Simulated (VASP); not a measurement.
# WS2 (R3m) in VASP: further runs

Runs on WS2. Level: LDA. Tasks: single point.

Program: VASP 6.6.1. These are calculated values, not measurements. Logs are shortened: lines on timing, memory, paths and dates and some standing lists are left out, and cuts for length are marked.

### Step 1. The cell of the first run

The structure is trigonal, space group R3m (No. 160). Conventional cell: a = 2.609 Å, b = 2.609 Å, c = 15.952 Å, α = 90.00°, β = 90.00°, γ = 120.00°. Within 2.6 Å of W (site symmetry 3m) lie 6 S at 1.98 Å. S (site symmetry 3m) has 3 W at 1.98 Å and 1 S at 2.56 Å within 2.6 Å. Within 2.6 Å of S (site symmetry 3m) lie 3 W at 1.98 Å and 1 S at 2.56 Å.

### Step 2. Single point, LDA (volume scaled by 0.55)

Contents of INCAR:

```
  PREC = Accurate
  ENCUT = 520
  EDIFF = 1E-6
  ISMEAR = -1
  SIGMA = 0.03
  LREAL = F
  LASPH = T
  NELM = 80
  ALGO = Normal
  ISIF = 2
  LWAVE = F
  LCHARG = T
  LELF = T
  LVHAR = T
  NBANDS = 20
```

Contents of KPOINTS:

```
Automatic mesh
0
Gamma
  10 10 10
```

Contents of POSCAR:

```
WS2
1.0
    1.3047144382      0.7532772321      5.3172316554
   -1.3047144382      0.7532772321      5.3172316554
    0.0000000000     -1.5065544642      5.3172316554
W S
1 2
Direct
    0.9993321300      0.9993321300      0.9993321300
    0.5858876800      0.5858876800      0.5858876800
    0.7460801900      0.7460801900      0.7460801900
```

Potentials or basis: VASP PAW LDA potentials, release 64 (W_sv, S).

Launch:

```
cat potpaw_LDA.64/W_sv/POTCAR potpaw_LDA.64/S/POTCAR > POTCAR
mpirun -np 1 vasp_std > vasp.out
```

OUTCAR:

```text
PREC = Accurate
   ENCUT = 520
   EDIFF = 1E-6
   ISMEAR = -1
   LREAL = F
   LASPH = T
   NELM = 80
   ISIF = 2

 ion  position               nearest neighbor table
   1  0.999  0.999  0.999-   3 1.98   3 1.98   3 1.98   2 1.98   2 1.98   2 1.98
   2  0.586  0.586  0.586-   1 1.98   1 1.98   1 1.98   3 2.56
   3  0.746  0.746  0.746-   1 1.98   1 1.98   1 1.98   2 2.56

  LATTYP: Found a trigonal (rhomboedric) cell.
 ALAT       =     5.5265413082
 COS(alpha) =     0.8885310035

  Lattice vectors:

 A1 = (   1.3047144382,   0.7532772321,   5.3172316554)
 A2 = (  -1.3047144382,   0.7532772321,   5.3172316554)
 A3 = (   0.0000000000,  -1.5065544642,   5.3172316554)

Analysis of symmetry for initial positions (statically):
=====================================================================
 Subroutine PRICEL returns:
 Original cell was already a primitive cell.

 Routine SETGRP: Setting up the symmetry group for a
 trigonal (rhombohedral) supercell.

 Subroutine GETGRP returns: Found  6 space group operations
 (whereof  6 operations were pure point group operations)
 out of a pool of 12 trial point group operations.

The static configuration has the point symmetry C_3v.

Analysis of symmetry for dynamics (positions and initial velocities):
=====================================================================
 Subroutine PRICEL returns:
 Original cell was already a primitive cell.

 Routine SETGRP: Setting up the symmetry group for a
 trigonal (rhombohedral) supercell.

 Subroutine GETGRP returns: Found  6 space group operations
 (whereof  6 operations were pure point group operations)
 out of a pool of 12 trial point group operations.

The dynamic configuration has the point symmetry C_3v.

 Subroutine INISYM returns: Found  6 space group operations
 (whereof  6 operations are pure point group operations),
 and found     1 'primitive' translations

----------------------------------------------------------------------------------------

                                     Primitive cell

  volume of cell :      31.3550

  direct lattice vectors                    reciprocal lattice vectors
     1.304714438  0.753277232  5.317231655     0.383225620  0.221255415  0.062689263
    -1.304714438  0.753277232  5.317231655    -0.383225620  0.221255415  0.062689263
[... 77 lines left out ...]
 SYSTEM =  unknown system
   PREC   = accura    normal or accurate (medium, high low for compatibility)
   ISTART =      0    job   : 0-new  1-cont  2-samecut
   ICHARG =      2    charge: 1-file 2-atom 10-const
   ISPIN  =      1    spin polarized calculation?
   LNONCOLLINEAR =      F non collinear calculations
   LSORBIT =      F    spin-orbit coupling
   LASPH  =      T    aspherical Exc in radial PAW
   ENCUT  =  520.0 eV  38.22 Ry    6.18 a.u.  10.28 10.28 10.28*2*pi/ulx,y,z
   NELM   =     80;   NELMIN=  2; NELMDL= -5     # of ELM steps
   EDIFF  = 0.1E-05   stopping-criterion for ELM
   LREAL  =      F    real-space projection
   EDIFFG = 0.1E-04   stopping-criterion for IOM
   NSW    =      0    number of steps for IOM
   IBRION =     -1    ionic relax: 0-MD 1-quasi-New 2-CG
   NFREE  =      0    steps in history (QN), initial steepest desc. (CG)
   ISIF   =      2    stress and relaxation
   ISYM   =      2    0-nonsym 1-usesym 2-fastsym
   POTIM  = 0.5000    time-step for ionic-motion
   TEBEG  =    0.0;   TEEND  =   0.0 temperature during run
   PSTRESS=    0.0 pullay stress
   NELECT =      26.0000    total number of electrons
   NUPDOWN=      -1.0000    fix difference up-down
   EMIN   =  10.00;   EMAX   =-10.00  energy-range for DOS
   EFERMI =   0.00;   METHOD = LEGACY
   ISMEAR =    -1;   SIGMA  =   0.03  broadening in eV -4-tet -1-fermi 0-gaus
   EFERMI_NEDOS =   21; number of points for ismear=-14 and -15
   IALGO  =     38    algorithm
   IMIX   =      4    mixing-type and parameters
     AMIX     =   0.40;   BMIX     =  1.00
     AMIX_MAG =   1.60;   BMIX_MAG =  1.00
  volume/ion in A,a.u.               =      10.45        70.53
  Fermi-wavevector in a.u.,A,eV,Ry     =   1.538026  2.906447 32.184891  2.365523
  Thomas-Fermi vector in A             =   2.644452
   LORBIT       =      0    0 simple, 1 ext, 2 COOP (PROOUT), +10 PAW based schemes
   GGA     = CA    functional components
   LHFCALC =     F    Hartree Fock is set to
   AEXX    =    0.0000 exact exchange contribution
   IVDW    =     0    specifies the selected vdW correction
   LEPSILON=     F    determine dielectric tensor
   LRPA    =     F    only Hartree local field effects (RPA)
 non-spin polarized calculation
  energy-cutoff  :      520.00
  volume of cell :       31.36
 maximum number of plane-waves:       861
 NGX is ok and might be reduce to    42
   NGX = 21   NGY = 21   NGZ = 21

 number of electron      25.9999999 magnetization

 Free energy of the ion-electron system (eV)
  ---------------------------------------------------
  ext. energy  EPLUGINS =         0.00000000
  ---------------------------------------------------
  free energy    TOTEN  =       -12.30804739 eV

  energy without entropy =      -12.30801830  energy(sigma->0) =      -12.30803284

 E-fermi :  16.1692     XC(G=0): -13.8115

 val. band max:       16.0802754180   @ k =   0.5000   0.5000   0.5000
 cond. band min:      16.3129617219   @ k =  -0.2000   0.2000   0.0000
 fundamental gap:      0.2326863039
 Fermi energy:        16.1691881704

 k-point     1 :       0.0000    0.0000    0.0000
  band No.  band energies     occupation
      1     -58.3486      2.00000
      2     -24.4582      2.00000
      3     -22.5410      2.00000
      4     -22.5410      2.00000
      5      -4.7209      2.00000
      6       0.3162      2.00000
[... 541 lines left out ...]
     19      25.6466      0.00000
     20      27.2065      0.00000

 [... further k-points ...]
[... 5 lines left out ...]
  --------------------------------------------------------------------------------------
  -------------------------------------------------------------------------------------
  Total       58.4660395     58.4660395     60.7631843      0.0000000     -0.0000000      0.0000000
  in kB     2987.4945138   2987.4945138   3104.8738934      0.0000000     -0.0000000      0.0000000
  external PRESSURE =    3026.6209737 kB  Pullay stress =       0.0000000 kB

 VOLUME and BASIS-vectors are now :
 -----------------------------------------------------------------------------
  energy-cutoff  :      520.00
  volume of cell :       31.36
      direct lattice vectors                 reciprocal lattice vectors
     1.304714438  0.753277232  5.317231655     0.383225620  0.221255415  0.062689263
    -1.304714438  0.753277232  5.317231655    -0.383225620  0.221255415  0.062689263
     0.000000000 -1.506554464  5.317231655     0.000000000 -0.442510830  0.062689263

 POSITION                                       TOTAL-FORCE (eV/Angst)
 -----------------------------------------------------------------------------------
      0.00000      0.00000     15.94104         0.000000     -0.000000     -0.007229
      0.00000      0.00000      9.34590         0.000000      0.000000    -22.852753
      0.00000      0.00000     11.90124         0.000000     -0.000000     22.859982
 -----------------------------------------------------------------------------------
    total drift:                                0.000000      0.000000     -0.000080

  FREE ENERGIE OF THE ION-ELECTRON SYSTEM (eV)
  ---------------------------------------------------
  free  energy   TOTEN  =       -12.3080473924 eV

  energy  without entropy=      -12.3080182966  energy(sigma->0) =      -12.30803284
```

OSZICAR:

```text
N       E                     dE             d eps       ncg     rms          rms(c)
DAV:   1     0.227486867760E+03    0.22749E+03   -0.13763E+04  4656   0.141E+03
DAV:   2    -0.364228353341E+01   -0.23113E+03   -0.22321E+03  5136   0.386E+02
DAV:   3    -0.141607529975E+02   -0.10518E+02   -0.10424E+02  5800   0.781E+01
DAV:   4    -0.142784936038E+02   -0.11774E+00   -0.11765E+00  5436   0.862E+00
DAV:   5    -0.142799766890E+02   -0.14831E-02   -0.14830E-02  5592   0.101E+00    0.849E+01
DAV:   6    -0.126230273178E+02    0.16569E+01   -0.24739E+00  4996   0.956E+00    0.479E+01
DAV:   7    -0.123487648987E+02    0.27426E+00   -0.15327E+00  5304   0.822E+00    0.431E+00
DAV:   8    -0.123146936971E+02    0.34071E-01   -0.14364E-01  5216   0.316E+00    0.325E+00
DAV:   9    -0.123083145670E+02    0.63791E-02   -0.33938E-02  5348   0.124E+00    0.121E+00
DAV:  10    -0.123080433406E+02    0.27123E-03   -0.38516E-03  5112   0.426E-01    0.891E-02
DAV:  11    -0.123080455256E+02   -0.21850E-05   -0.11439E-04  5412   0.773E-02    0.363E-02
DAV:  12    -0.123080473888E+02   -0.18633E-05   -0.92701E-06  5448   0.208E-02    0.220E-02
DAV:  13    -0.123080473924E+02   -0.35216E-08   -0.60146E-07  3124   0.781E-03
   1 F= -.12308047E+02 E0= -.12308033E+02  d E =-.290957E-04
```

Run time: 2.7 min. Hardware: 1 thread of Intel Xeon Platinum 8488C (Sapphire Rapids), shared host; peak memory 0.26 GiB.

Results:

- Free energy: -12.3080 eV
- Pressure: 302.7 GPa
- Largest force: 22.860 eV/Å
- Band gap on the k mesh: 0.23 eV, indirect (least direct gap 2.17 eV)

Forces in eV/Å, atoms in the order of the input:
```
W     0.000   0.000  -0.007
S     0.000   0.000 -22.853
S     0.000   0.000  22.860
```

Levels at points of the mesh, in eV from the valence-band top:
```tsv
k point	band 11	band 12	band 13	band 14	band 15	band 16
(0.00, 0.00, 0.00)	-4.37	-4.07	-2.22	2.90	2.90	4.72
(0.50, 0.00, 0.00)	-3.74	-2.56	-1.77	3.00	3.06	3.97
(0.50, 0.50, 0.00)	-5.02	-2.07	-1.90	2.38	3.86	4.22
(0.50, 0.50, 0.50)	-4.35	-4.35	0.00	3.02	3.02	4.82
```

Caveat: spin-orbit coupling is left out, which moves the levels of the heavy elements; forces of over 1 eV/Å act on the atoms, so gaps and moduli don't describe the material at rest. A k mesh can miss the band edges.

(Continued in part 2 of 2.)
